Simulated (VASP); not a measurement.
# Mg (P6_3/mmc) in VASP: a series of runs, part 3 of 3

VASP 6.6.1.

## Step 4: Single point, PBEsol+D3(BJ)

This run uses another cell than the first one, of 21.61 Å³/atom, 0.958 times its volume.

Input file INCAR:

```
SYSTEM = Mg
ALGO = Normal
EDIFF = 1E-7
ENCUT = 520
GGA = PS
ISIF = 2
ISMEAR = -1
IVDW = 12
LASPH = .TRUE.
LCHARG = .FALSE.
LREAL = .FALSE.
LWAVE = .FALSE.
NBANDS = 12
NELM = 100
PREC = Accurate
SIGMA = 0.05
```

Input file KPOINTS:

```
k-points
0
G
  10 10 3
  0 0 0
```

Input file POSCAR:

```
Mg
1.0
    3.1160905360      0.0000000000      0.0000000000
   -1.5580452680      2.6986135647      0.0000000000
    0.0000000000      0.0000000000     10.2786727088
Mg
4
Direct
    0.6666666667      0.3333333333      0.7500000000
    0.0000000000      0.0000000000      0.5000000000
    0.3333333333      0.6666666667      0.2500000000
    0.0000000000      0.0000000000      0.0000000000
```

Potentials or basis: VASP PAW PBE potentials, release 64 (Mg).

Run with:

```bash
$ cat potpaw_PBE.64/Mg/POTCAR > POTCAR
$ mpirun -np 1 vasp_std > vasp.out
```

OUTCAR:

```text
SYSTEM = Mg
   EDIFF = 1E-7
   ENCUT = 520
   GGA = PS
   ISIF = 2
   ISMEAR = -1
   IVDW = 12
   LASPH = .TRUE.
   LREAL = .FALSE.
   NELM = 100
   PREC = Accurate
 IVDW          = 12

 ion  position               nearest neighbor table
   1  0.667  0.333  0.750-   2 3.14   4 3.14   2 3.14   4 3.14   2 3.14   4 3.14
   2  0.000  0.000  0.500-   1 3.14   3 3.14   1 3.14   3 3.14   1 3.14   3 3.14
   3  0.333  0.667  0.250-   2 3.14   4 3.14   2 3.14   4 3.14   2 3.14   4 3.14
   4  0.000  0.000  0.000-   1 3.14   3 3.14   1 3.14   3 3.14   1 3.14   3 3.14

  LATTYP: Found a hexagonal cell.
 ALAT       =     3.1160905360
 C/A-ratio  =     3.2985796112

  Lattice vectors:

 A1 = (   3.1160905360,   0.0000000000,   0.0000000000)
 A2 = (  -1.5580452680,   2.6986135647,   0.0000000000)
 A3 = (   0.0000000000,   0.0000000000,  10.2786727088)

Analysis of symmetry for initial positions (statically):
=====================================================================
 Subroutine PRICEL returns:
 Original cell was already a primitive cell.

 Routine SETGRP: Setting up the symmetry group for a
 hexagonal supercell.

 Subroutine GETGRP returns: Found 24 space group operations
 (whereof 12 operations were pure point group operations)
 out of a pool of 24 trial point group operations.

The static configuration has the point symmetry D_3d.
 The point group associated with its full space group is D_6h.

Analysis of symmetry for dynamics (positions and initial velocities):
=====================================================================
 Subroutine PRICEL returns:
 Original cell was already a primitive cell.

 Routine SETGRP: Setting up the symmetry group for a
 hexagonal supercell.

 Subroutine GETGRP returns: Found 24 space group operations
 (whereof 12 operations were pure point group operations)
 out of a pool of 24 trial point group operations.

The dynamic configuration has the point symmetry D_3d.
 The point group associated with its full space group is D_6h.

 Subroutine INISYM returns: Found 24 space group operations
 (whereof 12 operations are pure point group operations),
 and found     1 'primitive' translations

----------------------------------------------------------------------------------------

                                     Primitive cell

  volume of cell :      86.4346

  direct lattice vectors                    reciprocal lattice vectors
     3.116090536  0.000000000  0.000000000     0.320914938  0.185280326  0.000000000
    -1.558045268  2.698613565  0.000000000     0.000000000  0.370560651  0.000000000
     0.000000000  0.000000000 10.278672709     0.000000000  0.000000000  0.097288826

  length of vectors
     3.116090536  3.116090536 10.278672709     0.370560651  0.370560651  0.097288826

  position of ions in fractional coordinates (direct lattice)
     0.666666667  0.333333333  0.750000000
     0.000000000  0.000000000  0.500000000
     0.333333333  0.666666667  0.250000000
     0.000000000  0.000000000  0.000000000

  ion indices of the primitive-cell ions
   primitive index   ion index
                 1           1
                 2           2
                 3           3
                 4           4

----------------------------------------------------------------------------------------

 KPOINTS: k-points

Automatic generation of k-mesh.
 Grid dimensions read from file:
[... 51 lines left out ...]
   dimension x,y,z NGXF=    48 NGYF=   48 NGZF=  160
   ions per type =               4
   NGX,Y,Z   is equivalent  to a cutoff of  12.80, 12.80, 12.94 a.u.
   NGXF,Y,Z  is equivalent  to a cutoff of  25.61, 25.61, 25.88 a.u.
 SYSTEM =  Mg
   PREC   = accura    normal or accurate (medium, high low for compatibility)
   ISTART =      0    job   : 0-new  1-cont  2-samecut
   ICHARG =      2    charge: 1-file 2-atom 10-const
   ISPIN  =      1    spin polarized calculation?
   LNONCOLLINEAR =      F non collinear calculations
   LSORBIT =      F    spin-orbit coupling
   LASPH  =      T    aspherical Exc in radial PAW
   ENCUT  =  520.0 eV  38.22 Ry    6.18 a.u.   5.79  5.79 19.11*2*pi/ulx,y,z
   NELM   =    100;   NELMIN=  2; NELMDL= -5     # of ELM steps
   EDIFF  = 0.1E-06   stopping-criterion for ELM
   LREAL  =      F    real-space projection
   EDIFFG = 0.1E-05   stopping-criterion for IOM
   NSW    =      0    number of steps for IOM
   IBRION =     -1    ionic relax: 0-MD 1-quasi-New 2-CG
   NFREE  =      0    steps in history (QN), initial steepest desc. (CG)
   ISIF   =      2    stress and relaxation
   ISYM   =      2    0-nonsym 1-usesym 2-fastsym
   POTIM  = 0.5000    time-step for ionic-motion
   TEBEG  =    0.0;   TEEND  =   0.0 temperature during run
   PSTRESS=    0.0 pullay stress
   NELECT =       8.0000    total number of electrons
   NUPDOWN=      -1.0000    fix difference up-down
   EMIN   =  10.00;   EMAX   =-10.00  energy-range for DOS
   EFERMI =   0.00;   METHOD = LEGACY
   ISMEAR =    -1;   SIGMA  =   0.05  broadening in eV -4-tet -1-fermi 0-gaus
   EFERMI_NEDOS =   21; number of points for ismear=-14 and -15
   IALGO  =     38    algorithm
   IMIX   =      4    mixing-type and parameters
     AMIX     =   0.40;   BMIX     =  1.00
     AMIX_MAG =   1.60;   BMIX_MAG =  1.00
  volume/ion in A,a.u.               =      21.61       145.82
  Fermi-wavevector in a.u.,A,eV,Ry     =   0.740529  1.399397  7.461212  0.548384
  Thomas-Fermi vector in A             =   1.834953
   LORBIT       =      0    0 simple, 1 ext, 2 COOP (PROOUT), +10 PAW based schemes
   GGA     = PS    functional components
   LHFCALC =     F    Hartree Fock is set to
   AEXX    =    0.0000 exact exchange contribution
   IVDW    =    12    specifies the selected vdW correction
   LEPSILON=     F    determine dielectric tensor
   LRPA    =     F    only Hartree local field effects (RPA)
 non-spin polarized calculation
  energy-cutoff  :      520.00
  volume of cell :       86.43
 maximum number of plane-waves:      2347
 NGX is ok and might be reduce to    24
   NGX = 11   NGY = 11   NGZ = 39

 number of electron       8.0000000 magnetization

 Free energy of the ion-electron system (eV)
  ---------------------------------------------------
  ext. energy  EPLUGINS =         0.00000000
  ---------------------------------------------------
  free energy    TOTEN  =        -6.85498185 eV

  energy without entropy =       -6.83783557  energy(sigma->0) =       -6.84640871

 E-fermi :   3.0330     XC(G=0):  -8.7259

 val. band max:        3.0037029287   @ k =   0.4000   0.2000   0.0000
 cond. band min:       3.0362599325   @ k =   0.3000   0.3000   0.0000
 fundamental gap:      0.0325570038
 Fermi energy:         3.0329812878

 k-point     1 :       0.0000    0.0000    0.0000
  band No.  band energies     occupation
      1      -4.2811      2.00000
      2      -2.8644      2.00000
      3      -2.8617      2.00000
      4       1.0416      2.00000
      5       1.5296      2.00000
      6       7.8739      0.00000
      7       7.8817      0.00000
      8      14.4027      0.00000
      9      14.4027      0.00000
     10      14.5472      0.00000
     11      14.5472      0.00000
     12      15.1352      0.00000
[... 331 lines left out ...]
 k-point    24 :       0.4000    0.1000    0.3333
  band No.  band energies     occupation
      1       0.1150      2.00000
      2       0.5606      2.00000
      3       2.0004      2.00000
      4       2.1542      2.00000
      5       2.8061      1.97882
      6       3.7012      0.00000
      7       4.4262      0.00000
      8       5.6243      0.00000
      9       7.0371      0.00000
     10       7.8733      0.00000
     11       8.5622      0.00000
     12       9.2371      0.00000

 [... further k-points ...]

------------------------ aborting loop because EDIFF is reached ----------------------------------------

 Edisp (eV)   -1.11384

 E8    (eV) :    -0.7389

  FORCE on cell =-STRESS in cart. coord.  units (eV):
  Direction    XX          YY          ZZ          XY          YZ          ZX
  --------------------------------------------------------------------------------------
  -------------------------------------------------------------------------------------
  Total      -0.13046    -0.13046    -0.16073     0.00000     0.00000     0.00000
  in kB      -2.41822    -2.41822    -2.97940     0.00000     0.00000     0.00000
  external pressure =       -2.61 kB  Pullay stress =        0.00 kB

 VOLUME and BASIS-vectors are now :
 -----------------------------------------------------------------------------
  energy-cutoff  :      520.00
  volume of cell :       86.43
      direct lattice vectors                 reciprocal lattice vectors
     3.116090536  0.000000000  0.000000000     0.320914938  0.185280326  0.000000000
    -1.558045268  2.698613565  0.000000000     0.000000000  0.370560651  0.000000000
     0.000000000  0.000000000 10.278672709     0.000000000  0.000000000  0.097288826

 POSITION                                       TOTAL-FORCE (eV/Angst)
 -----------------------------------------------------------------------------------
      1.55805      0.89954      7.70900        -0.000000     -0.000000     -0.000000
      0.00000      0.00000      5.13934         0.000000      0.000000      0.000000
     -0.00000      1.79908      2.56967         0.000000      0.000000      0.000000
      0.00000      0.00000      0.00000         0.000000      0.000000      0.000000
 -----------------------------------------------------------------------------------
    total drift:                                0.000000     -0.000000      0.000000

  FREE ENERGIE OF THE ION-ELECTRON SYSTEM (eV)
  ---------------------------------------------------
  free  energy   TOTEN  =        -7.9688250033 eV

  energy  without entropy=       -7.9516787194  energy(sigma->0) =       -7.96025186
```

stdout:

```text
POSCAR found type information on POSCAR Mg
 POSCAR found :  1 types and       4 ions
 scaLAPACK will be used
 -----------------------------------------------------------------------------
|                                                                             |
|                                                                             |
|     You enforced a specific xc type in the INCAR file but a different       |
|     I HOPE YOU KNOW WHAT YOU ARE DOING!                                     |
|                                                                             |
 -----------------------------------------------------------------------------

 LDA part: xc-table for (Slater+PW92), standard interpolation
 POSCAR, INCAR and KPOINTS ok, starting setup
 FFT: planning ... GRIDC
 FFT: planning ... GRID_SOFT
 FFT: planning ... GRID
 WAVECAR not read
 entering main loop
```

Run time: 25 s. Hardware: 1 thread of Intel Xeon Platinum 8259CL at 2.50GHz (Skylake/Cascade Lake), shared host; peak memory 0.21 GiB.

Results:

```yaml
Free_energy: -7.9688 eV
Pressure: -0.3 GPa
Band_gap_on_the_k_mesh: zero (band 4 reaches 3.49 eV, above the bottom of band 5 at 1.53 eV)
Dispersion_energy_per_atom: -0.278 eV
```

Caveat: three body term missing; the PAW data sets were made with another functional, which shifts forces and pressure a little; pairwise dispersion overbinds metals, which lowers pressure and volume.

## Step 5: Single point, PBEsol+D3(BJ)

Input file INCAR:

```
  ALGO = Normal
  EDIFF = 1E-6
  ENCUT = 520
  GGA = PS
  ISIF = 2
  ISMEAR = -1
  IVDW = 12
  LASPH = T
  LCHARG = F
  LREAL = F
  LWAVE = F
  NBANDS = 12
  NELM = 80
  PREC = Accurate
  SIGMA = 0.05
```

Input file KPOINTS:

```
k-points
0
Gamma
  10 10 3
```

Input file POSCAR:

```
Mg
1.0
    3.1768261656      0.0000000000      0.0000000000
   -1.5884130828      2.7512121628      0.0000000000
    0.0000000000      0.0000000000     10.3188620100
Mg
4
Direct
    0.6666666667      0.3333333333      0.7500000000
    0.0000000000      0.0000000000      0.5000000000
    0.3333333333      0.6666666667      0.2500000000
    0.0000000000      0.0000000000      0.0000000000
```

Run with:

```bash
$ cat potpaw_PBE.64/Mg/POTCAR > POTCAR
$ mpirun -np 1 vasp_std > vasp.out
```

It took 24 s on 1 thread of Intel Xeon Platinum 8259CL at 2.50GHz (Skylake/Cascade Lake), shared host; peak memory 0.21 GiB.

The run converged. Its results:

| Quantity | Value |
| --- | --- |
| Free energy | -7.9407 eV |
| Pressure | -1.9 GPa |
| Band gap on the k mesh | zero (band 4 reaches 3.33 eV, above the bottom of band 5 at 1.44 eV) |
| Dispersion energy per atom | -0.266 eV |

Stress tensor (GPa, compression positive):
```
-2.14  0.00  0.00
 0.00 -2.14  0.00
 0.00  0.00 -1.27
```

Levels at points of the mesh, in eV from the Fermi level:
```tsv
k point	band 1	band 2	band 3	band 4	band 5	band 6	band 7	band 8	band 9
(0.00, 0.00, 0.00)	-7.11	-5.70	-5.70	-1.82	-1.34	4.97	4.98	10.96	10.96
(0.50, 0.00, 0.00)	-2.27	-2.25	-1.20	-1.17	-0.61	-0.58	2.67	2.84	3.35
```

Caveat: three body term missing; the PAW data sets were made with another functional, which shifts forces and pressure a little; pairwise dispersion overbinds metals, which lowers pressure and volume.

## Step 6: Single point, PBEsol+D4

This run uses another cell than the first one, of 22.47 Å³/atom, 0.997 times its volume.

Input file INCAR:

```
SYSTEM = Mg
PREC = Accurate ; ENCUT = 520
EDIFF = 1E-6 ; ISMEAR = -1
SIGMA = 0.05 ; LREAL = .False.
LASPH = .True. ; NELM = 100
ALGO = Normal ; ISIF = 2
LWAVE = .False. ; LCHARG = .False.
GGA = PS ; IVDW = 13
NBANDS = 12
```

Input file KPOINTS:

```
regular mesh
0
Gamma
  10 10 3
  0 0 0
```

Input file POSCAR:

```
Mg
1.0
    3.1568475839      0.0000000000      0.0000000000
   -1.5784237920      2.7339102035      0.0000000000
    0.0000000000      0.0000000000     10.4135310117
Mg
4
Direct
    0.6666666667      0.3333333333      0.7500000000
    0.0000000000      0.0000000000      0.5000000000
    0.3333333333      0.6666666667      0.2500000000
    0.0000000000      0.0000000000      0.0000000000
```

Potentials or basis: VASP PAW PBE potentials, release 64 (Mg).

Run with:

```bash
$ cat potpaw_PBE.64/Mg/POTCAR > POTCAR
$ mpirun -np 1 vasp_std > vasp.out
```

OUTCAR:

```text
SYSTEM = Mg
   PREC = Accurate
   ENCUT = 520
   EDIFF = 1E-6
   ISMEAR = -1
   LREAL = .False.
   LASPH = .True.
   NELM = 100
   ISIF = 2
   GGA = PS
   IVDW = 13

 ion  position               nearest neighbor table
   1  0.667  0.333  0.750-   2 3.18   4 3.18   2 3.18   4 3.18   2 3.18   4 3.18
   2  0.000  0.000  0.500-   1 3.18   3 3.18   3 3.18   1 3.18   1 3.18   3 3.18
   3  0.333  0.667  0.250-   2 3.18   4 3.18   2 3.18   4 3.18   2 3.18   4 3.18
   4  0.000  0.000  0.000-   1 3.18   3 3.18   3 3.18   1 3.18   1 3.18   3 3.18

  LATTYP: Found a hexagonal cell.
 ALAT       =     3.1568475839
[... 565 lines left out ...]
  --------------------------------------------------------------------------------------
  -------------------------------------------------------------------------------------
  Total      -0.02343    -0.02343    -0.02424     0.00000     0.00000    -0.00000
  in kB      -0.41765    -0.41765    -0.43214     0.00000     0.00000    -0.00000
  external pressure =       -0.42 kB  Pullay stress =        0.00 kB

 VOLUME and BASIS-vectors are now :
 -----------------------------------------------------------------------------
  energy-cutoff  :      520.00
  volume of cell :       89.87
      direct lattice vectors                 reciprocal lattice vectors
     3.156847584  0.000000000  0.000000000     0.316771708  0.182888231  0.000000000
    -1.578423792  2.733910203  0.000000000     0.000000000  0.365776461  0.000000000
     0.000000000  0.000000000 10.413531012     0.000000000  0.000000000  0.096028907

 POSITION                                       TOTAL-FORCE (eV/Angst)
 -----------------------------------------------------------------------------------
      1.57842      0.91130      7.81015        -0.000000      0.000000      0.000000
      0.00000      0.00000      5.20677         0.000000      0.000000      0.000000
     -0.00000      1.82261      2.60338         0.000000     -0.000000      0.000000
      0.00000      0.00000      0.00000         0.000000      0.000000      0.000000
 -----------------------------------------------------------------------------------
    total drift:                                0.000000     -0.000000      0.000000

  FREE ENERGIE OF THE ION-ELECTRON SYSTEM (eV)
  ---------------------------------------------------
  free  energy   TOTEN  =        -7.0563617252 eV

  energy  without entropy=       -7.0398475055  energy(sigma->0) =       -7.04810462
```

Run time: 22 s. Hardware: 1 thread of Intel Xeon Platinum 8259CL at 2.50GHz (Skylake/Cascade Lake), shared host; peak memory 0.19 GiB.

What came out:

| Item | Value |
| --- | --- |
| Free energy | -7.0564 eV |
| Pressure | 0.0 GPa |
| Band gap on the k mesh | zero (band 4 reaches 3.29 eV, above the bottom of band 5 at 1.32 eV) |
| Dispersion energy per atom | -0.045 eV |

Levels at points of the mesh, in eV from the Fermi level:
```csv
k point,band 2,band 3,band 4,band 5,band 6,band 7
"(0.00, 0.00, 0.00)",-5.76,-5.76,-1.92,-1.50,4.73,4.73
"(0.50, 0.00, 0.00)",-2.23,-1.21,-1.17,-0.61,-0.57,2.63
```

Caveat: the PAW data sets were made with another functional, which shifts forces and pressure a little; pairwise dispersion overbinds metals, which lowers pressure and volume.

## Step 7: Overview

```csv
level,cell,gap on the mesh (eV),pressure (GPa)
PBEsol,"a = 3.177, b = 3.177, c = 10.319 Å, angles 90.0, 90.0, 120.0°, 4 atoms",none,0.1
PBEsol+D3(BJ),"a = 3.109, b = 3.109, c = 10.255 Å, angles 90.0, 90.0, 120.0°, 4 atoms",none,0.0
PBEsol+D3(BJ),"a = 3.116, b = 3.116, c = 10.279 Å, angles 90.0, 90.0, 120.0°, 4 atoms",none,-0.3
PBEsol+D3(BJ),"a = 3.177, b = 3.177, c = 10.319 Å, angles 90.0, 90.0, 120.0°, 4 atoms",none,-1.9
PBEsol+D4,"a = 3.157, b = 3.157, c = 10.414 Å, angles 90.0, 90.0, 120.0°, 4 atoms",none,0.0
```

Alike in all rows: task single point; potentials or basis VASP PAW PBE potentials, release 64 (Mg); no spin polarisation; k mesh 10 × 10 × 3; cutoff (eV) 520; smearing fermi-dirac 0.05 eV.

Caveats: the PAW data sets were made with another functional, which shifts forces and pressure a little; pairwise dispersion overbinds metals, which lowers pressure and volume (some runs); three body term missing (some runs).

Absolute energies hang on the potentials; compare differences alone.
